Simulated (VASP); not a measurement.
# BeS (F-43m) in VASP: elastic constants with PBEsol

Aim: the elastic constants of BeS with PBEsol.

Everything below comes from runs of VASP 6.6.1. Logs are shortened: lines on timing, memory, paths and dates and some standing lists are left out, and cuts for length are marked.

**1. The cell of the first run**

It takes space group F-43m (No. 216, cubic). The conventional cell has a = 4.838 Å, b = 4.838 Å, c = 4.838 Å, α = 90.00°, β = 90.00°, γ = 90.00°. Be (site symmetry -43m) has 4 S at 2.09 Å within 2.8 Å. Within 2.8 Å of S (site symmetry -43m) lie 4 Be at 2.09 Å.

**2. Elastic constants, PBEsol**

INCAR reads:

```
ALGO = Normal
EDIFF = 1E-8
ENCUT = 600
GGA = PS
IBRION = 6
ISIF = 3
ISMEAR = 0
LASPH = True
LCHARG = False
LREAL = False
LWAVE = False
NBANDS = 11
NELM = 100
NFREE = 2
NSW = 1
POTIM = 0.015
PREC = Accurate
SIGMA = 0.01
```

KPOINTS reads:

```
k-points
0
Gamma
  8 8 8
```

POSCAR reads:

```
BeS
1.0
    2.4189645438      2.4189645438      0.0000000000
   -2.4189645438      2.4189645438      0.0000000000
    0.0000000000      2.4189645438      2.4189645438
Be S
1 1
Direct
    0.0000000000      0.0000000000      0.0000000000
    0.7500000000      0.2500000000      0.5000000000
```

Potentials or basis: VASP PAW PBE potentials, release 64 (Be, S).

Command:

```console
> cat potpaw_PBE.64/Be/POTCAR potpaw_PBE.64/S/POTCAR > POTCAR
> mpirun -np 1 vasp_std > vasp.out
```

OUTCAR:

```text
EDIFF = 1E-8
   ENCUT = 600
   GGA = PS
   IBRION = 6
   ISIF = 3
   ISMEAR = 0
   LASPH = True
   LREAL = False
   NELM = 100
   NFREE = 2
   NSW = 1
   POTIM = 0.015
   PREC = Accurate

 ion  position               nearest neighbor table
   1  0.000  0.000  0.000-   2 2.09   2 2.09   2 2.09   2 2.09
   2  0.750  0.250  0.500-   1 2.09   1 2.09   1 2.09   1 2.09

  LATTYP: Found a face centered cubic cell.
 ALAT       =     4.8379290876

  Lattice vectors:

 A1 = (   0.0000000000,   2.4189645438,   2.4189645438)
 A2 = (   2.4189645438,   0.0000000000,   2.4189645438)
 A3 = (   2.4189645438,   2.4189645438,   0.0000000000)

Analysis of symmetry for initial positions (statically):
=====================================================================
 Subroutine PRICEL returns:
 Original cell was already a primitive cell.

 Routine SETGRP: Setting up the symmetry group for a
 face centered cubic supercell.

 Subroutine GETGRP returns: Found 24 space group operations
 (whereof 24 operations were pure point group operations)
 out of a pool of 48 trial point group operations.

The static configuration has the point symmetry T_d .

Analysis of symmetry for dynamics (positions and initial velocities):
=====================================================================
 Subroutine PRICEL returns:
 Original cell was already a primitive cell.

 Routine SETGRP: Setting up the symmetry group for a
 face centered cubic supercell.

 Subroutine GETGRP returns: Found 24 space group operations
 (whereof 24 operations were pure point group operations)
 out of a pool of 48 trial point group operations.

The dynamic configuration has the point symmetry T_d .

 Subroutine INISYM returns: Found 24 space group operations
 (whereof 24 operations are pure point group operations),
 and found     1 'primitive' translations

----------------------------------------------------------------------------------------

                                     Primitive cell

  volume of cell :      28.3086

  direct lattice vectors                    reciprocal lattice vectors
     2.418964544  2.418964544  0.000000000     0.206700012  0.206700012 -0.206700012
    -2.418964544  2.418964544  0.000000000    -0.206700012  0.206700012 -0.206700012
     0.000000000  2.418964544  2.418964544     0.000000000  0.000000000  0.413400024

  length of vectors
     3.420932465  3.420932465  3.420932465     0.358014923  0.358014923  0.413400024

  position of ions in fractional coordinates (direct lattice)
     0.000000000  0.000000000  0.000000000
     0.750000000  0.250000000  0.500000000

  ion indices of the primitive-cell ions
   primitive index   ion index
                 1           1
                 2           2

----------------------------------------------------------------------------------------

 KPOINTS: k-points

Automatic generation of k-mesh.
 Grid dimensions read from file:
 generate k-points for:    8    8    8

 Generating k-lattice:

  Cartesian coordinates                     Fractional coordinates (reciprocal lattice)
     0.025837501  0.025837501 -0.025837501     0.125000000  0.000000000  0.000000000
    -0.025837501  0.025837501 -0.025837501     0.000000000  0.125000000  0.000000000
     0.000000000  0.000000000  0.051675003     0.000000000  0.000000000  0.125000000

  Length of vectors
     0.044751865  0.044751865  0.051675003

  Shift w.r.t. Gamma in fractional coordinates (k-lattice)
     0.000000000  0.000000000  0.000000000

 Subroutine IBZKPT returns following result:
 ===========================================

 Found     29 irreducible k-points:

 Following reciprocal coordinates:
            Coordinates               Weight
  0.000000  0.000000  0.000000      1.000000
[... 55 lines left out ...]
   EMIN   =  10.00;   EMAX   =-10.00  energy-range for DOS
   EFERMI =   0.00;   METHOD = LEGACY
   ISMEAR =     0;   SIGMA  =   0.01  broadening in eV -4-tet -1-fermi 0-gaus
   EFERMI_NEDOS =   21; number of points for ismear=-14 and -15
   IALGO  =     38    algorithm
   IMIX   =      4    mixing-type and parameters
     AMIX     =   0.40;   BMIX     =  1.00
     AMIX_MAG =   1.60;   BMIX_MAG =  1.00
  volume/ion in A,a.u.               =      14.15        95.52
  Fermi-wavevector in a.u.,A,eV,Ry     =   1.074316  2.030163 15.703227  1.154155
  Thomas-Fermi vector in A             =   2.210141
   LORBIT       =      0    0 simple, 1 ext, 2 COOP (PROOUT), +10 PAW based schemes
   GGA     = PS    functional components
   LHFCALC =     F    Hartree Fock is set to
   AEXX    =    0.0000 exact exchange contribution
   IVDW    =     0    specifies the selected vdW correction
   LEPSILON=     F    determine dielectric tensor
   LRPA    =     F    only Hartree local field effects (RPA)
 finite differences with symmetry
 non-spin polarized calculation
 Gauss-broadening in eV      SIGMA  =   0.01
  energy-cutoff  :      600.00
  volume of cell :       28.31
 maximum number of plane-waves:       960
   NGX = 13   NGY = 13   NGZ = 13

--------------------------------------- Ionic step        1  -------------------------------------------

 number of electron       8.0000000 magnetization

 Free energy of the ion-electron system (eV)
  ---------------------------------------------------
  ext. energy  EPLUGINS =         0.00000000
  ---------------------------------------------------
  free energy    TOTEN  =       -10.56434970 eV

  energy without entropy =      -10.56434970  energy(sigma->0) =      -10.56434970

------------------------ aborting loop because EDIFF is reached ----------------------------------------

  FORCE on cell =-STRESS in cart. coord.  units (eV):
  Direction    XX          YY          ZZ          XY          YZ          ZX
  --------------------------------------------------------------------------------------
  -------------------------------------------------------------------------------------
  Total        0.0336841      0.0336841      0.0336841      0.0000000     -0.0000000      0.0000000
  in kB        1.9064153      1.9064153      1.9064153      0.0000000     -0.0000000      0.0000000
  external PRESSURE =       1.9064153 kB  Pullay stress =       0.0000000 kB
[... 89 lines left out ...]
  FREE ENERGIE OF THE ION-ELECTRON SYSTEM (eV)
  ---------------------------------------------------
  free  energy   TOTEN  =       -10.5606253943 eV

  energy  without entropy=      -10.5606253943  energy(sigma->0) =      -10.56062539

[... ionic steps 4 to 14 ...]

--------------------------------------- Ionic step       15  -------------------------------------------

 number of electron       8.0000000 magnetization

------------------------ aborting loop because EDIFF is reached ----------------------------------------
[... 67 lines left out ...]
--------------------------------------- Ionic step       17  -------------------------------------------

 number of electron       8.0000000 magnetization

 Free energy of the ion-electron system (eV)
  ---------------------------------------------------
  ext. energy  EPLUGINS =         0.00000000
  ---------------------------------------------------
  free energy    TOTEN  =       -10.56338040 eV

  energy without entropy =      -10.56338040  energy(sigma->0) =      -10.56338040

 E-fermi :   4.3635     XC(G=0):  -9.9316

 val. band max:        4.2721889950   @ k =   0.0000   0.0000   0.0000
 cond. band min:       7.1325087539   @ k =   0.0000  -1.0000  -0.5000
 fundamental gap:      2.8603197589
 Fermi energy:         4.3635222817

 k-point     1 :       0.0000    0.0000    0.0000
  band No.  band energies     occupation
      1      -9.5464      2.00000
      2       4.1702      2.00000
      3       4.2226      2.00000
      4       4.2722      2.00000
      5       9.8079      0.00000
      6       9.8261      0.00000
      7       9.8509      0.00000
      8       9.9926      0.00000
      9      17.0311      0.00000
     10      17.0316      0.00000
     11      18.9538      0.00000
[... 309 lines left out ...]
 k-point    24 :       0.5000    0.2500    0.1250
  band No.  band energies     occupation
      1      -7.6083      2.00000
      2      -1.1585      2.00000
      3       1.3819      2.00000
      4       2.3614      2.00000
      5      10.2203      0.00000
      6      10.7299      0.00000
      7      13.3425      0.00000
      8      14.6810      0.00000
      9      15.5827      0.00000
     10      19.5886      0.00000
     11      20.1132      0.00000

 [... further k-points ...]

------------------------ aborting loop because EDIFF is reached ----------------------------------------

  FORCE on cell =-STRESS in cart. coord.  units (eV):
  Direction    XX          YY          ZZ          XY          YZ          ZX
  --------------------------------------------------------------------------------------
  -------------------------------------------------------------------------------------
  Total        0.0345375      0.0363430      0.0363430      0.0000000     -0.0742163      0.0000000
  in kB        1.9547151      2.0568964      2.0568964      0.0000000     -4.2004067      0.0000000
  external PRESSURE =       2.0228360 kB  Pullay stress =       0.0000000 kB
[... 17 lines left out ...]
  FREE ENERGIE OF THE ION-ELECTRON SYSTEM (eV)
  ---------------------------------------------------
  free  energy   TOTEN  =       -10.5633803963 eV

  energy  without entropy=      -10.5633803963  energy(sigma->0) =      -10.56338040

 INTERNAL STRAIN TENSORS FROM STRAINED CELLS
 ============================================

 INTERNAL STRAIN TENSOR FOR ION    1 for displacements in x,y,z  (eV/Angst):
          X           Y           Z          XY          YZ          ZX
  --------------------------------------------------------------------------------
  x     0.00000    -0.00000    -0.00000    -0.00000    -4.94200     0.00000
  y     0.00000    -0.00000     0.00000    -0.00000    -0.00000    -4.94018
  z    -0.00000    -0.00000     0.00000    -4.94170     0.00000     0.00000

 INTERNAL STRAIN TENSORS FROM DISPLACED ATOMS
 ============================================

 INTERNAL STRAIN TENSOR FOR ION    1 for displacements in x,y,z  (eV/Angst):
          X           Y           Z          XY          YZ          ZX
  --------------------------------------------------------------------------------
  x     0.00000     0.00000     0.00000     0.00000    -4.94079     0.00000
  y     0.00000     0.00000     0.00000     0.00000     0.00000    -4.94079
  z     0.00000     0.00000     0.00000    -4.94079     0.00000    -0.00000

 INTERNAL STRAIN TENSOR FOR ION    2 for displacements in x,y,z  (eV/Angst):
          X           Y           Z          XY          YZ          ZX
  --------------------------------------------------------------------------------
  x     0.00000     0.00000     0.00000    -0.00000     4.94452    -0.00000
  y     0.00000     0.00000     0.00000    -0.00000    -0.00000     4.94452
  z     0.00000     0.00000     0.00000     4.94452    -0.00000     0.00000

 Eigenvectors and eigenvalues of the dynamical matrix
 ----------------------------------------------------

   1 f  =   17.302894 THz   108.717289 2PiTHz  577.162419 cm-1    71.558988 meV
             X         Y         Z           dx          dy          dz
      0.000000  0.000000  0.000000    -0.000000    0.000000    0.883506
      1.209482  3.628447  1.209482    -0.000000    0.000000   -0.468419
[... 21 lines left out ...]
   6 f/i=    0.000207 THz     0.001303 2PiTHz    0.006919 cm-1     0.000858 meV
             X         Y         Z           dx          dy          dz
      0.000000  0.000000  0.000000    -0.190321   -0.410205    0.122173
      1.209482  3.628447  1.209482    -0.358972   -0.773706    0.230437

--------------------------------------------------------------------------------------------------------

 ELASTIC MODULI CONTR FROM IONIC RELAXATION (kBar)
 Direction    XX          YY          ZZ          XY          YZ          ZX
 --------------------------------------------------------------------------------
 XX          -0.0000     -0.0000      0.0000      0.0000     -0.0000     -0.0000
 YY          -0.0000     -0.0000     -0.0000     -0.0000     -0.0000     -0.0000
 ZZ           0.0000     -0.0000     -0.0000     -0.0000      0.0000     -0.0000
 XY           0.0000     -0.0000     -0.0000   -160.4262      0.0000     -0.0000
 YZ          -0.0000     -0.0000      0.0000      0.0000   -160.4262     -0.0000
 ZX          -0.0000     -0.0000     -0.0000     -0.0000     -0.0000   -160.4262
 --------------------------------------------------------------------------------

 TOTAL ELASTIC MODULI (kBar)
 Direction    XX          YY          ZZ          XY          YZ          ZX
 --------------------------------------------------------------------------------
 XX        1604.6662    659.4780    659.4780      0.0000     -0.0000     -0.0000
 YY         659.4780   1604.6662    659.4780     -0.0000      0.0000     -0.0000
 ZZ         659.4780    659.4780   1604.6662     -0.0000     -0.0000      0.0000
 XY           0.0000     -0.0000     -0.0000    830.8587      0.0000     -0.0000
 YZ          -0.0000      0.0000     -0.0000      0.0000    830.8587     -0.0000
 ZX          -0.0000     -0.0000      0.0000     -0.0000     -0.0000    830.8587
 --------------------------------------------------------------------------------
```

Run time: 6.3 min. Hardware: 1 thread of Intel Xeon Platinum 8259CL at 2.50GHz (Skylake/Cascade Lake), shared host; peak memory 0.23 GiB.

What came out:

```yaml
Elastic_constants_C11_C12_C44: 160, 66, 83 GPa
Voigt_bulk_modulus: 97 GPa
Highest_phonon_frequency_at_Γ_LO-TO_splitting_left_out: 577 cm⁻¹
```

Phonon frequencies in cm⁻¹ (negative: imaginary):
| q point | frequencies |
| --- | --- |
| (0.000, 0.000, 0.000) | 0 0 0 577 577 577 |

Elastic tensor in Voigt notation (GPa, in the Cartesian axes of the cell as first typed):
```
160  66  66   0   0   0
 66 160  66   0   0   0
 66  66 160   0   0   0
  0   0   0  83   0   0
  0   0   0   0  83   0
  0   0   0   0   0  83
```

Clamped-ion elastic tensor (GPa):
```
160  66  66   0   0   0
 66 160  66   0   0   0
 66  66 160   0   0   0
  0   0   0  99   0   0
  0   0   0   0  99   0
  0   0   0   0   0  99
```

Caveat: the PAW data sets were made with another functional, which shifts forces and pressure a little.
